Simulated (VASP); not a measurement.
# RbCd (CsCl type) (Pm-3m) in VASP: further runs

Runs on RbCd (CsCl type). Level: PBE. Tasks: electric field gradients, single point.

All numbers are computed with VASP 6.6.1; they aren't measurements. Logs are shortened: lines on timing, memory, paths and dates and some standing lists are left out, and cuts for length are marked.

## 1. The cell of the first run

Symmetry: Pm-3m, No. 221, cubic system. The conventional cell has a = 4.568 Å, b = 4.568 Å, c = 4.568 Å, α = 90.00°, β = 90.00°, γ = 90.00°. Rb (site symmetry m-3m) has 8 Cd at 3.96 Å and 6 Rb at 4.57 Å within 5.2 Å. Cd (site symmetry m-3m) has 8 Rb at 3.96 Å and 6 Cd at 4.57 Å within 5.2 Å.

## 2. Electric field gradients, PBE

INCAR

```
SYSTEM = RbCd
ALGO = Normal
EDIFF = 1E-8
ENCUT = 520
GGA = PE
ISIF = 2
ISMEAR = -1
LASPH = .TRUE.
LCHARG = .FALSE.
LEFG = .TRUE.
LREAL = .FALSE.
LWAVE = .FALSE.
NBANDS = 18
NELM = 100
PREC = Accurate
SIGMA = 0.05
```

KPOINTS

```
k-points
0
G
  9 9 9
  0 0 0
```

POSCAR

```
RbCd
1.0
    4.5683629778      0.0000000000      0.0000000000
    0.0000000000      4.5683629778      0.0000000000
    0.0000000000      0.0000000000      4.5683629778
Rb Cd
1 1
Direct
    0.0000000000      0.0000000000      0.0000000000
    0.5000000000      0.5000000000      0.5000000000
```

Potentials or basis: VASP PAW PBE potentials, release 64 (Rb_sv, Cd).

Run with:

```console
$ cat potpaw_PBE.64/Rb_sv/POTCAR potpaw_PBE.64/Cd/POTCAR > POTCAR
$ mpirun -np 1 vasp_std > vasp.out
```

OUTCAR:

```text
SYSTEM = RbCd
   EDIFF = 1E-8
   ENCUT = 520
   GGA = PE
   ISIF = 2
   ISMEAR = -1
   LASPH = .TRUE.
   LREAL = .FALSE.
   NELM = 100
   PREC = Accurate

 ion  position               nearest neighbor table
   1  0.000  0.000  0.000-   2 3.96   2 3.96   2 3.96   2 3.96   2 3.96   2 3.96   2 3.96   2 3.96

   2  0.500  0.500  0.500-   1 3.96   1 3.96   1 3.96   1 3.96   1 3.96   1 3.96   1 3.96   1 3.96

  LATTYP: Found a simple cubic cell.
 ALAT       =     4.5683629778

  Lattice vectors:

 A1 = (   4.5683629778,   0.0000000000,   0.0000000000)
 A2 = (   0.0000000000,   4.5683629778,   0.0000000000)
 A3 = (   0.0000000000,   0.0000000000,   4.5683629778)

Analysis of symmetry for initial positions (statically):
=====================================================================
 Subroutine PRICEL returns:
 Original cell was already a primitive cell.

 Routine SETGRP: Setting up the symmetry group for a
 simple cubic supercell.

 Subroutine GETGRP returns: Found 48 space group operations
 (whereof 48 operations were pure point group operations)
 out of a pool of 48 trial point group operations.

The static configuration has the point symmetry O_h .

Analysis of symmetry for dynamics (positions and initial velocities):
=====================================================================
 Subroutine PRICEL returns:
 Original cell was already a primitive cell.

 Routine SETGRP: Setting up the symmetry group for a
 simple cubic supercell.

 Subroutine GETGRP returns: Found 48 space group operations
 (whereof 48 operations were pure point group operations)
 out of a pool of 48 trial point group operations.

The dynamic configuration has the point symmetry O_h .

 Subroutine INISYM returns: Found 48 space group operations
 (whereof 48 operations are pure point group operations),
 and found     1 'primitive' translations

----------------------------------------------------------------------------------------

                                     Primitive cell

  volume of cell :      95.3415

  direct lattice vectors                    reciprocal lattice vectors
     4.568362978  0.000000000  0.000000000     0.218896792  0.000000000  0.000000000
     0.000000000  4.568362978  0.000000000     0.000000000  0.218896792  0.000000000
[... 124 lines left out ...]

 Free energy of the ion-electron system (eV)
  ---------------------------------------------------
  ext. energy  EPLUGINS =         0.00000000
  ---------------------------------------------------
  free energy    TOTEN  =        -1.63048674 eV

  energy without entropy =       -1.61594977  energy(sigma->0) =       -1.62321825

 E-fermi :   0.7361     XC(G=0):  -7.2979

 val. band max:        0.7136010896   @ k =   0.4444   0.3333   0.2222
 cond. band min:       0.7966552619   @ k =   0.3333   0.3333   0.0000
 fundamental gap:      0.0830541723
 Fermi energy:         0.7360840793

 k-point     1 :       0.0000    0.0000    0.0000
  band No.  band energies     occupation
      1     -27.5252      2.00000
      2     -11.5808      2.00000
      3     -11.5808      2.00000
      4     -11.5808      2.00000
      5      -8.1674      2.00000
      6      -8.1674      2.00000
[... 481 lines left out ...]
      5      -8.1538      2.00000
      6      -8.1373      2.00000
[... 10 lines left out ...]
     17       7.0196      0.00000
     18       7.5585      0.00000

 [... further k-points ...]

------------------------ aborting loop because EDIFF is reached ----------------------------------------

  FORCE on cell =-STRESS in cart. coord.  units (eV):
  Direction    XX          YY          ZZ          XY          YZ          ZX
  --------------------------------------------------------------------------------------
  -------------------------------------------------------------------------------------
  Total       -0.0169586     -0.0169586     -0.0169586      0.0000000      0.0000000     -0.0000000
  in kB       -0.2849829     -0.2849829     -0.2849829      0.0000000      0.0000000     -0.0000000
  external PRESSURE =      -0.2849829 kB  Pullay stress =       0.0000000 kB

 VOLUME and BASIS-vectors are now :
 -----------------------------------------------------------------------------
  energy-cutoff  :      520.00
  volume of cell :       95.34
      direct lattice vectors                 reciprocal lattice vectors
     4.568362978  0.000000000  0.000000000     0.218896792  0.000000000  0.000000000
     0.000000000  4.568362978  0.000000000     0.000000000  0.218896792  0.000000000
     0.000000000  0.000000000  4.568362978     0.000000000  0.000000000  0.218896792

 POSITION                                       TOTAL-FORCE (eV/Angst)
 -----------------------------------------------------------------------------------
      0.00000      0.00000      0.00000         0.000000      0.000000      0.000000
      2.28418      2.28418      2.28418         0.000000      0.000000      0.000000
 -----------------------------------------------------------------------------------
    total drift:                                0.000000      0.000000      0.000000

  FREE ENERGIE OF THE ION-ELECTRON SYSTEM (eV)
  ---------------------------------------------------
  free  energy   TOTEN  =        -1.6304867442 eV

  energy  without entropy=       -1.6159497657  energy(sigma->0) =       -1.62321825

 Electric field gradients (V/A^2)
---------------------------------------------------------------------
 ion       V_xx      V_yy      V_zz      V_xy      V_xz      V_yz
---------------------------------------------------------------------
   1      -0.000    -0.000     0.000    -0.000     0.000     0.000
   2       0.000     0.000     0.000    -0.000    -0.000     0.000
---------------------------------------------------------------------

 Electric field gradients after diagonalization (V/A^2)
 (convention: |V_zz| > |V_xx| > |V_yy|)
----------------------------------------------------------------------
 ion       V_xx      V_yy      V_zz     asymmetry (V_yy - V_xx)/ V_zz
----------------------------------------------------------------------
   1       0.000    -0.000    -0.000       0.892
   2       0.000     0.000     0.000      -0.343
----------------------------------------------------------------------

           NMR quadrupolar parameters

 Cq : quadrupolar parameter    Cq=e*Q*V_zz/h
 eta: asymmetry parameters     (V_yy - V_xx)/ V_zz
 Q  : nuclear electric quadrupole moment in mb (millibarn)
----------------------------------------------------------------------
 ion       Cq(MHz)       eta       Q (mb)
----------------------------------------------------------------------
   1      -0.000       0.892       1.000
   2       0.000      -0.343       1.000
----------------------------------------------------------------------
```

OSZICAR:

```text
N       E                     dE             d eps       ncg     rms          rms(c)
DAV:   1     0.123844130616E+03    0.12384E+03   -0.91984E+03  1260   0.986E+02
DAV:   2     0.456208680148E+01   -0.11928E+03   -0.11529E+03  1354   0.238E+02
DAV:   3    -0.147414440753E+01   -0.60362E+01   -0.60016E+01  1726   0.519E+01
DAV:   4    -0.164408314078E+01   -0.16994E+00   -0.16982E+00  1746   0.579E+00
DAV:   5    -0.164550223462E+01   -0.14191E-02   -0.14190E-02  1688   0.567E-01    0.225E+00
DAV:   6    -0.162953179660E+01    0.15970E-01   -0.58403E-02  1436   0.171E+00    0.132E+00
DAV:   7    -0.162981656800E+01   -0.28477E-03   -0.62701E-03  1400   0.495E-01    0.544E-01
DAV:   8    -0.163040133033E+01   -0.58476E-03   -0.10423E-03  1524   0.281E-01    0.380E-02
DAV:   9    -0.163048130213E+01   -0.79972E-04   -0.88704E-05  1624   0.525E-02    0.823E-03
DAV:  10    -0.163048714296E+01   -0.58408E-05   -0.72049E-06  1624   0.154E-02    0.288E-03
DAV:  11    -0.163048669738E+01    0.44557E-06   -0.96847E-07  1620   0.472E-03    0.611E-04
DAV:  12    -0.163048675685E+01   -0.59466E-07   -0.54647E-08  1736   0.110E-03    0.382E-04
DAV:  13    -0.163048674088E+01    0.15970E-07   -0.12408E-08  1218   0.611E-04    0.120E-04
DAV:  14    -0.163048674423E+01   -0.33469E-08   -0.88801E-10   828   0.168E-04
   1 F= -.16304867E+01 E0= -.16232183E+01  d E =-.145370E-01
```

Wall time 65 s (1 thread of Intel Xeon 8259CL, shared host); peak memory 0.24 GiB.

Results:

| Item | Value |
| --- | --- |
| Free energy | -1.6305 eV |
| Pressure | 0.0 GPa |
| Band gap on the k mesh | zero (an odd number of electrons rules out a gap without spin polarisation) |
| Largest electric field gradient by atom | zero within the noise of the run |

Levels at points of the mesh, in eV from the Fermi level:
| k point | band 6 | band 7 | band 8 | band 9 | band 10 | band 11 | band 12 | band 13 | band 14 | band 15 |
| --- | --- | --- | --- | --- | --- | --- | --- | --- | --- | --- |
| (0.00, 0.00, 0.00) | -8.90 | -8.86 | -8.86 | -8.86 | -4.61 | 2.56 | 2.56 | 3.09 | 3.09 | 3.09 |

## 3. Single point, PBE

POSCAR is that of step 2.

INCAR.step1

```
SYSTEM = RbCd
PREC     = Accurate       ! precision mode
ENCUT    = 520            ! plane-wave cutoff, eV
EDIFF    = 1E-7           ! SCF threshold, eV
ISMEAR   = -1             ! smearing method
SIGMA    = 0.05           ! smearing width, eV
LREAL    = .FALSE.        ! projectors in reciprocal space
LASPH    = .TRUE.         ! aspherical terms in the spheres
NELM     = 100            ! most SCF steps
ALGO     = Normal         ! electronic algorithm
ISIF     = 2              ! what is computed and relaxed
LWAVE    = .FALSE.        ! write WAVECAR
LCHARG   = .TRUE.         ! write CHGCAR
GGA      = PE             ! functional
NBANDS   = 18             ! bands
```

KPOINTS.step1

```
Automatic mesh
0
G
  9 9 9
  0 0 0
```

INCAR.step2

```
SYSTEM = RbCd
PREC     = Accurate       ! precision mode
ENCUT    = 520            ! plane-wave cutoff, eV
EDIFF    = 1E-7           ! SCF threshold, eV
ISMEAR   = -5             ! smearing method
SIGMA    = 0.05           ! smearing width, eV
LREAL    = .FALSE.        ! projectors in reciprocal space
LASPH    = .TRUE.         ! aspherical terms in the spheres
NELM     = 100            ! most SCF steps
ALGO     = Normal         ! electronic algorithm
ISIF     = 2              ! what is computed and relaxed
LWAVE    = .FALSE.        ! write WAVECAR
LCHARG   = .FALSE.        ! write CHGCAR
GGA      = PE             ! functional
LORBIT   = 11             ! projections on sites
NEDOS    = 1001           ! points of the DOS
ICHARG   = 11             ! starting density
```

KPOINTS.step2

```
Automatic mesh
0
G
  14 14 14
  0 0 0
```

Potentials or basis: VASP PAW PBE potentials, release 64 (Rb_sv, Cd).

Run with:

```console
$ cat potpaw_PBE.64/Rb_sv/POTCAR potpaw_PBE.64/Cd/POTCAR > POTCAR
$ cp INCAR.step1 INCAR
$ cp KPOINTS.step1 KPOINTS
$ mpirun -np 1 vasp_std > vasp.out
$ cp INCAR.step2 INCAR
$ cp KPOINTS.step2 KPOINTS
$ mpirun -np 1 vasp_std > vasp.out
```

It took 2.5 min on 1 thread of Intel Xeon 8259CL, shared host; peak memory 0.33 GiB.

Results (log left out):

```yaml
Valence_electrons_inside_the_program's_atomic_spheres: Rb 7.30; Cd 10.28
```

Levels at points of the mesh, in eV from the Fermi level:
```tsv
k point	band 8	band 9	band 10	band 11	band 12	band 13
(0.00, 0.00, 0.00)	-8.90	-8.90	-4.65	2.52	2.52	3.06
(0.50, 0.00, 0.00)	-8.89	-8.89	-3.41	-1.31	2.66	2.66
(0.50, 0.50, 0.00)	-8.91	-8.86	-3.00	0.27	0.27	1.86
(0.50, 0.50, 0.50)	-8.86	-8.86	-1.96	0.09	0.09	0.09
```

Caveat: tetrahedron occupations give inexact forces and stress in metals.
